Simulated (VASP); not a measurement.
Set up this calculation in VASP 6.6.1, as the native input.

| Item | Value |
| --- | --- |
| Task | single point |
| Functional | PBEsol |
| Dispersion | D4 |
| Potentials or basis | VASP PAW PBE potentials, release 64 (B, Bi_d) |
| Cutoff | 500 eV |
| k mesh | 6 × 6 × 6 |
| Occupations | fermi-dirac, width 0.02 eV |
| Spin | no spin polarisation |
| Dipole correction | no |
| Further INCAR settings | ALGO = Normal; EDIFF = 1e-06; NBANDS = 16 |

The structure of BiB lies in POSCAR:

```
BiB
1.0
    0.0000000000      2.6268329274      2.6268329274
    2.6268329274      0.0000000000      2.6268329274
    2.6268329274      2.6268329274      0.0000000000
B Bi
1 1
Direct
    0.0000000000      0.0000000000      0.0000000000
    0.5000000000      0.5000000000      0.5000000000
```

These files were run (other wordings do the same):

INCAR

```
PREC = Accurate
ENCUT = 500
EDIFF = 1E-6
ISMEAR = -1
SIGMA = 0.02
LREAL = False
LASPH = True
NELM = 120
ALGO = Normal
ISIF = 2
LWAVE = False
LCHARG = True
GGA = PS
IVDW = 13
LELF = True
LVHAR = True
NBANDS = 16
GGA_COMPAT = False
```

KPOINTS

```
Automatic mesh
0
Gamma
  6 6 6
```

Potentials or basis: VASP PAW PBE potentials, release 64 (B, Bi_d).

Launch:

```bash
$ cat potpaw_PBE.64/B/POTCAR potpaw_PBE.64/Bi_d/POTCAR > POTCAR
$ mpirun -np 1 vasp_std > vasp.out
```

Results of the run:

| Quantity | Value |
| --- | --- |
| Pressure | -4.3 GPa |
| Band gap on the k mesh | zero (bands 9 and 10 overlap by 4.08 eV) |
| Dispersion energy per atom | -0.250 eV |

Caveat: the cell stands under tension; the PAW data sets were made with another functional, which shifts forces and pressure a little; spin-orbit coupling is left out, which moves the levels of the heavy elements.

Run time: 8.4 s on 1 thread of Intel(R) Xeon(R) Platinum 8488C (Sapphire Rapids), on a shared host, peak memory 0.15 GiB.
